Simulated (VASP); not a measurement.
**CdS: relaxation of the atoms with PBEsol**

CdS:

```
Cd S
1.0
     4.16629    0.00000    0.00000
    -2.08315    3.60811    0.00000
     0.00000    0.00000    6.65454
Cd S
2 2
Cartesian
  0.0000 2.4054 -0.0109
  2.0831 1.2027 3.3164
  0.0000 2.4054 2.5197
  2.0831 1.2027 5.8469
```

This cell differs from its parent crystal: strained cell.

```
Program                : VASP 6.6.1
Task                   : relaxation of the atoms
Functional             : PBEsol
Potentials or basis    : VASP PAW PBE potentials, release 64 (Cd, S)
Cutoff                 : 520 eV
k mesh                 : 6 × 6 × 4
Occupations            : gaussian, width 0.02 eV
Spin                   : no spin polarisation
Dipole correction      : no
Further INCAR settings : ALGO = Normal; EDIFF = 1e-06; IBRION = 2; EDIFFG = -0.002; NSW = 60
```

```yaml
Energy_gained_by_relaxing: 0.0 meV/atom
Ionic_steps: 3
Pressure_after_relaxing: -0.3 GPa
Band_gap_on_the_k_mesh: 1.09 eV
```

Stress tensor (GPa, compression positive):
```
-0.64  0.00  0.00
 0.00 -0.64  0.00
 0.00  0.00  0.24
```

The path:
| step | energy change (eV) | largest force (eV/Å) | pressure (GPa) |
| --- | --- | --- | --- |
| 1 | 0.0000 | 0.0177 | -0.24 |
| 2 | -0.0001 | 0.0099 | -0.35 |
| 3 | -0.0001 | 0.0010 | -0.34 |

Final structure:
```
CELL_PARAMETERS angstrom
4.16629 0.00000 0.00000
-2.08315 3.60811 0.00000
0.00000 0.00000 6.65454
ATOMIC_POSITIONS crystal
Cd 0.33333 0.66667 0.99807
Cd 0.66667 0.33333 0.49807
S 0.33333 0.66667 0.37893
S 0.66667 0.33333 0.87893
```

Levels at points of the mesh, in eV from the valence-band top:
```tsv
k point	band 14	band 15	band 16	band 17	band 18	band 19	band 20	band 21	band 22
(0.00, 0.00, 0.00)	-0.79	-0.79	-0.01	-0.01	0.00	1.09	2.55	6.31	6.31
(0.50, 0.00, 0.00)	-3.55	-2.64	-1.93	-1.27	-0.78	3.64	3.68	5.07	6.40
(0.00, 0.00, 0.50)	-2.43	-0.41	-0.41	-0.41	-0.41	2.71	2.71	6.11	6.11
(0.50, 0.00, 0.50)	-4.18	-1.39	-1.39	-1.26	-1.26	3.40	3.40	5.27	5.27
```

Wall time 58 s on 1 thread of Oxide Virtual Turin-like Processor, with other jobs on the host, peak memory 0.2 GiB.

Caveat: the cell differs from its parent crystal (strained cell); the PAW data sets were made with another functional, which shifts forces and pressure a little.
